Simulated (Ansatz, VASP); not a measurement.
## Te: VASP beside Ansatz

```
CELL_PARAMETERS angstrom
4.45400 0.00000 0.00000
-2.22700 3.85728 0.00000
0.00000 0.00000 5.92400
ATOMIC_POSITIONS crystal
Te 0.73100 0.73100 0.00000
Te 0.00000 0.26900 0.66667
Te 0.26900 0.00000 0.33333
```

Alike in both runs: functional r2SCANh; k mesh 4 × 4 × 3; occupations fermi-dirac, width 0.05 eV; no spin polarisation.

|  | VASP | Ansatz |
| --- | --- | --- |
| version | VASP 6.6.1 | Ansatz 0.2.0 |
| potentials or method | VASP PAW PBE potentials, release 64 (Te) | Ansatz PAW |
| plane-wave cutoff (eV) | 520 | 500 |
| valence electrons in the cell | 18 | 48 |
| task | single point | band structure |

|  | VASP | Ansatz | Ansatz less VASP |
| --- | --- | --- | --- |
| pressure (GPa) | 0.3 | 0.5 | +0.20 |
| traceless stress, the component that is largest in VASP (GPa) | -0.52 | -0.49 | +0.030 |
| rms of the force components (eV/Å) | 0.148 | 0.160 | +0.0123 |

VASP's potentials were made for PBE, not for r2SCANh. Atom by atom the forces differ by 0.012 eV/Å (rms over components). The functional is the same, so the differences come from potentials, cutoffs and numerics. VASP's potentials hold 18 valence electrons a cell and Ansatz's 48, so a difference there can come from the potentials and not from the codes.

Spin-orbit coupling is off throughout.
